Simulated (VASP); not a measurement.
A run of VASP 6.6.1 is set up as follows.

INCAR

```
AGGAC = 1.0 ; AGGAX = 1.0
ALDAC = 0.0 ; ALDAX = 1.0
ALGO = Normal ; EDIFF = 1E-6
ENCUT = 520 ; GGA = B5
ISIF = 2 ; ISMEAR = -1
IVDW = 13 ; LASPH = True
LCHARG = False ; LREAL = False
LWAVE = False ; NBANDS = 20
NELM = 80 ; PREC = Accurate
SIGMA = 0.05 ; VDW_A1 = 0.44488865
VDW_A2 = 4.0933009 ; VDW_S6 = 1.0
VDW_S8 = 2.34076671
```

Contents of KPOINTS:

```
k-points
0
Gamma
  10 10 2
```

File POSCAR:

```
WS2
1.0
    3.1990666572      0.0000000000      0.0000000000
   -1.5995333286      2.7704729936      0.0000000000
    0.0000000000      0.0000000000     16.9380008097
W S
1 2
Direct
    0.0000000000      0.0000000000      0.0000000000
    0.3333333333      0.6666666667      0.0932583294
    0.3333333333      0.6666666667      0.9067416706
```

Potentials or basis: VASP PAW PBE potentials, release 64 (W_sv, S).

Run with:

```bash
$ cat potpaw_PBE.64/W_sv/POTCAR potpaw_PBE.64/S/POTCAR > POTCAR
$ mpirun -np 1 vasp_std > vasp.out
```

Problem. Predict the dispersion energy per atom.

Solution. -0.648 eV.

Problem. Estimate the band gap on the k mesh.

Solution. 2.03 eV (least direct gap 2.13 eV).

Problem. What does it give for the largest force?

Solution. 0.036 eV/Å.

Forces in eV/Å, atoms in the order of the input:
```
W    0.000  0.000  0.000
S    0.000  0.000  0.036
S    0.000  0.000 -0.036
```

Caveat: the PAW data sets were made with another functional, which shifts forces and pressure a little; spin-orbit coupling is left out, which moves the levels of the heavy elements.
